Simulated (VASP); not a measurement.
# Re (P6/mmm) in VASP: single point with PBE

Aim: the single point of Re with PBE.

Everything below comes from runs of VASP 6.6.1. Logs are shortened: lines on timing, memory, paths and dates and some standing lists are left out, and cuts for length are marked.

**1. The cell of the first run**

It takes space group P6/mmm (No. 191, hexagonal). Conventional cell: a = 4.260 Å, b = 4.260 Å, c = 2.669 Å, α = 90.00°, β = 90.00°, γ = 120.00°. Within 3.5 Å of Re (site symmetry 6/mmm) lie 14 Re at 2.67 to 2.80 Å. Re (site symmetry -6m2) has 11 Re at 2.46 to 2.80 Å within 3.2 Å.

This isn't the form of Re at room conditions, which is hcp.

**2. Single point, PBE (13.98 Å³/atom)**

File INCAR:

```
ALGO = Normal ; EDIFF = 1E-6
ENCUT = 560 ; GGA = PE
GGA_COMPAT = F ; ISIF = 2
ISMEAR = -1 ; LASPH = T
LCHARG = T ; LELF = T
LREAL = F ; LVHAR = T
LWAVE = F ; NBANDS = 30
NELM = 120 ; PREC = Accurate
SIGMA = 0.1
```

File KPOINTS:

```
k-points
0
Gamma
  9 9 13
```

File POSCAR:

```
Re
1.0
    4.2602399681      0.0000000000      0.0000000000
   -2.1301199841      3.6894760386      0.0000000000
    0.0000000000      0.0000000000      2.6691070069
Re
3
Direct
    0.0000000000      0.0000000000      1.0000000000
    0.3333333333      0.6666666667      0.5000000000
    0.6666666667      0.3333333333      0.5000000000
```

Potentials or basis: VASP PAW PBE potentials, release 64 (Re_sv_GW).

Launch:

```
cat potpaw_PBE.64/Re_sv_GW/POTCAR > POTCAR
mpirun -np 1 vasp_std > vasp.out
```

OUTCAR:

```text
EDIFF = 1E-6
   ENCUT = 560
   GGA = PE
   ISIF = 2
   ISMEAR = -1
   LASPH = T
   LREAL = F
   NELM = 120
   PREC = Accurate

 ion  position               nearest neighbor table
   1  0.000  0.000  0.000-   2 2.80   3 2.80   2 2.80   3 2.80   3 2.80   3 2.80   2 2.80   2 2.80
                             3 2.80   3 2.80   2 2.80   2 2.80
   2  0.333  0.667  0.500-   3 2.46   3 2.46   3 2.46   1 2.80   1 2.80   1 2.80   1 2.80   1 2.80
                             1 2.80
   3  0.667  0.333  0.500-   2 2.46   2 2.46   2 2.46   1 2.80   1 2.80   1 2.80   1 2.80   1 2.80
                             1 2.80

  LATTYP: Found a hexagonal cell.
 ALAT       =     4.2602399681
 C/A-ratio  =     0.6265156486

  Lattice vectors:

 A1 = (   4.2602399681,   0.0000000000,   0.0000000000)
 A2 = (  -2.1301199841,   3.6894760386,   0.0000000000)
 A3 = (   0.0000000000,   0.0000000000,   2.6691070069)

Analysis of symmetry for initial positions (statically):
=====================================================================
 Subroutine PRICEL returns:
 Original cell was already a primitive cell.

 Routine SETGRP: Setting up the symmetry group for a
 hexagonal supercell.

 Subroutine GETGRP returns: Found 24 space group operations
 (whereof 24 operations were pure point group operations)
 out of a pool of 24 trial point group operations.

The static configuration has the point symmetry D_6h.

Analysis of symmetry for dynamics (positions and initial velocities):
=====================================================================
 Subroutine PRICEL returns:
 Original cell was already a primitive cell.

 Routine SETGRP: Setting up the symmetry group for a
 hexagonal supercell.

 Subroutine GETGRP returns: Found 24 space group operations
 (whereof 24 operations were pure point group operations)
 out of a pool of 24 trial point group operations.

The dynamic configuration has the point symmetry D_6h.

 Subroutine INISYM returns: Found 24 space group operations
 (whereof 24 operations are pure point group operations),
 and found     1 'primitive' translations

----------------------------------------------------------------------------------------

                                     Primitive cell

  volume of cell :      41.9532

  direct lattice vectors                    reciprocal lattice vectors
     4.260239968  0.000000000  0.000000000     0.234728562  0.135520598  0.000000000
    -2.130119984  3.689476039  0.000000000     0.000000000  0.271041197  0.000000000
     0.000000000  0.000000000  2.669107007     0.000000000  0.000000000  0.374657141

  length of vectors
     4.260239968  4.260239968  2.669107007     0.271041197  0.271041197  0.374657141

  position of ions in fractional coordinates (direct lattice)
     0.000000000  0.000000000  0.000000000
     0.333333333  0.666666667  0.500000000
     0.666666667  0.333333333  0.500000000

  ion indices of the primitive-cell ions
   primitive index   ion index
                 1           1
                 2           2
                 3           3

----------------------------------------------------------------------------------------

 KPOINTS: k-points

Automatic generation of k-mesh.
 Grid dimensions read from file:
 generate k-points for:    9    9   13

 Generating k-lattice:

  Cartesian coordinates                     Fractional coordinates (reciprocal lattice)
     0.026080951  0.015057844  0.000000000     0.111111111  0.000000000  0.000000000
     0.000000000  0.030115689  0.000000000     0.000000000  0.111111111  0.000000000
     0.000000000  0.000000000  0.028819780     0.000000000  0.000000000  0.076923077

  Length of vectors
     0.030115689  0.030115689  0.028819780

  Shift w.r.t. Gamma in fractional coordinates (k-lattice)
     0.000000000  0.000000000  0.000000000

 Subroutine IBZKPT returns following result:
 ===========================================

 Found     84 irreducible k-points:

 Following reciprocal coordinates:
            Coordinates               Weight
  0.000000  0.000000  0.000000      1.000000
  0.111111  0.000000  0.000000      6.000000
  0.222222  0.000000  0.000000      6.000000
  0.333333  0.000000  0.000000      6.000000
  0.444444  0.000000  0.000000      6.000000
  0.111111  0.111111  0.000000      6.000000
[... 16 lines left out ...]
  0.333333  0.222222  0.076923     24.000000
  0.333333  0.333333  0.076923      4.000000
 [... further k-points ...]
   k-points           NKPTS =     84   k-points in BZ     NKDIM =     84   number of bands    NBANDS=     30
   number of dos      NEDOS =    301   number of ions     NIONS =      3
   total plane-waves  NPLWV =  31104
   dimension x,y,z NGX =    36 NGY =   36 NGZ =   24
   dimension x,y,z NGXF=    72 NGYF=   72 NGZF=   48
   ions per type =               3
   NGX,Y,Z   is equivalent  to a cutoff of  14.05, 14.05, 14.95 a.u.
   NGXF,Y,Z  is equivalent  to a cutoff of  28.10, 28.10, 29.90 a.u.
 SYSTEM =  unknown system
   PREC   = accura    normal or accurate (medium, high low for compatibility)
   ISTART =      0    job   : 0-new  1-cont  2-samecut
   ICHARG =      2    charge: 1-file 2-atom 10-const
   ISPIN  =      1    spin polarized calculation?
   LNONCOLLINEAR =      F non collinear calculations
   LSORBIT =      F    spin-orbit coupling
   LASPH  =      T    aspherical Exc in radial PAW
   ENCUT  =  560.0 eV  41.16 Ry    6.42 a.u.   8.22  8.22  5.15*2*pi/ulx,y,z
   NELM   =    120;   NELMIN=  2; NELMDL= -5     # of ELM steps
   EDIFF  = 0.1E-05   stopping-criterion for ELM
   LREAL  =      F    real-space projection
   EDIFFG = 0.1E-04   stopping-criterion for IOM
   NSW    =      0    number of steps for IOM
   IBRION =     -1    ionic relax: 0-MD 1-quasi-New 2-CG
   NFREE  =      0    steps in history (QN), initial steepest desc. (CG)
   ISIF   =      2    stress and relaxation
   ISYM   =      2    0-nonsym 1-usesym 2-fastsym
   POTIM  = 0.5000    time-step for ionic-motion
   TEBEG  =    0.0;   TEEND  =   0.0 temperature during run
   PSTRESS=    0.0 pullay stress
   NELECT =      45.0000    total number of electrons
   NUPDOWN=      -1.0000    fix difference up-down
   EMIN   =  10.00;   EMAX   =-10.00  energy-range for DOS
   EFERMI =   0.00;   METHOD = LEGACY
   ISMEAR =    -1;   SIGMA  =   0.10  broadening in eV -4-tet -1-fermi 0-gaus
   EFERMI_NEDOS =   21; number of points for ismear=-14 and -15
   IALGO  =     38    algorithm
   IMIX   =      4    mixing-type and parameters
     AMIX     =   0.40;   BMIX     =  1.00
     AMIX_MAG =   1.60;   BMIX_MAG =  1.00
  volume/ion in A,a.u.               =      13.98        94.37
  Fermi-wavevector in a.u.,A,eV,Ry     =   1.675807  3.166817 38.209653  2.808330
  Thomas-Fermi vector in A             =   2.760361
   LORBIT       =      0    0 simple, 1 ext, 2 COOP (PROOUT), +10 PAW based schemes
   GGA     = PE    functional components
   LHFCALC =     F    Hartree Fock is set to
   AEXX    =    0.0000 exact exchange contribution
   IVDW    =     0    specifies the selected vdW correction
   LEPSILON=     F    determine dielectric tensor
   LRPA    =     F    only Hartree local field effects (RPA)
 non-spin polarized calculation
  energy-cutoff  :      560.00
  volume of cell :       41.95
 maximum number of plane-waves:      1282
 NGX is ok and might be reduce to    36
   NGX = 17   NGY = 17   NGZ = 11

 number of electron      44.9999998 magnetization

 Free energy of the ion-electron system (eV)
  ---------------------------------------------------
  ext. energy  EPLUGINS =         0.00000000
  ---------------------------------------------------
  free energy    TOTEN  =       -41.30755232 eV

  energy without entropy =      -41.24206384  energy(sigma->0) =      -41.27480808

 E-fermi :  14.0016     XC(G=0): -14.5145

 val. band max:       13.9933248425   @ k =   0.2222   0.2222   0.3077
 cond. band min:      14.0051444789   @ k =   0.3333   0.1111   0.0769
 fundamental gap:      0.0118196365
 Fermi energy:        14.0015931732

 k-point     1 :       0.0000    0.0000    0.0000
  band No.  band energies     occupation
      1     -65.9034      2.00000
      2     -65.7559      2.00000
      3     -65.6284      2.00000
      4     -28.2941      2.00000
      5     -28.2941      2.00000
      6     -27.8717      2.00000
[... 22 lines left out ...]
     29      22.9529      0.00000
     30      24.5204      0.00000

 k-point     2 :       0.1111    0.0000    0.0000
  band No.  band energies     occupation
      1     -65.8961      2.00000
      2     -65.7573      2.00000
      3     -65.6348      2.00000
      4     -28.3512      2.00000
      5     -28.3138      2.00000
      6     -27.8043      2.00000
[... 22 lines left out ...]
     29      23.0495      0.00000
     30      23.8982      0.00000

 k-point     3 :       0.2222    0.0000    0.0000
  band No.  band energies     occupation
      1     -65.8749      2.00000
      2     -65.7613      2.00000
      3     -65.6525      2.00000
      4     -28.4558      2.00000
      5     -28.3083      2.00000
      6     -27.6716      2.00000
[... 22 lines left out ...]
     29      21.5076      0.00000
     30      22.0600      0.00000

 k-point     4 :       0.3333    0.0000    0.0000
  band No.  band energies     occupation
      1     -65.8440      2.00000
      2     -65.7680      2.00000
      3     -65.6774      2.00000
      4     -28.5439      2.00000
      5     -28.2230      2.00000
      6     -27.5588      2.00000
[... 616 lines left out ...]
     29      18.8762      0.00000
     30      19.7906      0.00000

 k-point    23 :       0.3333    0.2222    0.0769
  band No.  band energies     occupation
      1     -65.8006      2.00000
      2     -65.7644      2.00000
      3     -65.7151      2.00000
      4     -28.4820      2.00000
      5     -28.1348      2.00000
      6     -27.8612      2.00000
[... 22 lines left out ...]
     29      18.0385      0.00000
     30      18.8524      0.00000

 k-point    24 :       0.3333    0.3333    0.0769
  band No.  band energies     occupation
      1     -65.7951      2.00000
      2     -65.7427      2.00000
      3     -65.7427      2.00000
      4     -28.4464      2.00000
      5     -28.0373      2.00000
      6     -28.0373      2.00000
[... 22 lines left out ...]
     29      17.9196      0.00000
     30      18.5261      0.00000

 [... further k-points ...]

------------------------ aborting loop because EDIFF is reached ----------------------------------------

  FORCE on cell =-STRESS in cart. coord.  units (eV):
  Direction    XX          YY          ZZ          XY          YZ          ZX
  --------------------------------------------------------------------------------------
  -------------------------------------------------------------------------------------
  Total        9.1714356      9.1714356      7.8302405     -0.0000000      0.0000000     -0.0000000
  in kB      350.2540447    350.2540447    299.0342566     -0.0000000      0.0000000     -0.0000000
  external PRESSURE =     333.1807820 kB  Pullay stress =       0.0000000 kB

 VOLUME and BASIS-vectors are now :
 -----------------------------------------------------------------------------
  energy-cutoff  :      560.00
  volume of cell :       41.95
      direct lattice vectors                 reciprocal lattice vectors
     4.260239968  0.000000000  0.000000000     0.234728562  0.135520598  0.000000000
    -2.130119984  3.689476039  0.000000000     0.000000000  0.271041197  0.000000000
     0.000000000  0.000000000  2.669107007     0.000000000  0.000000000  0.374657141

 POSITION                                       TOTAL-FORCE (eV/Angst)
 -----------------------------------------------------------------------------------
      0.00000      0.00000      0.00000         0.000000      0.000000     -0.000000
     -0.00000      2.45965      1.33455         0.000000     -0.000000      0.000000
      2.13012      1.22983      1.33455        -0.000000      0.000000     -0.000000
 -----------------------------------------------------------------------------------
    total drift:                                0.000000     -0.000000     -0.000000

  FREE ENERGIE OF THE ION-ELECTRON SYSTEM (eV)
  ---------------------------------------------------
  free  energy   TOTEN  =       -41.3075523168 eV

  energy  without entropy=      -41.2420638433  energy(sigma->0) =      -41.27480808
```

It took 2.3 min on 1 thread of Intel Xeon Platinum 8488C (Sapphire Rapids), shared host; peak memory 0.24 GiB.

What came out:

- Free energy: -41.3076 eV
- Pressure: 33.3 GPa
- Band gap on the k mesh: zero (an odd number of electrons rules out a gap without spin polarisation)

Caveat: the stress differs along the axes, from 30 to 35 GPa; spin-orbit coupling is left out, which moves the levels of the heavy elements.
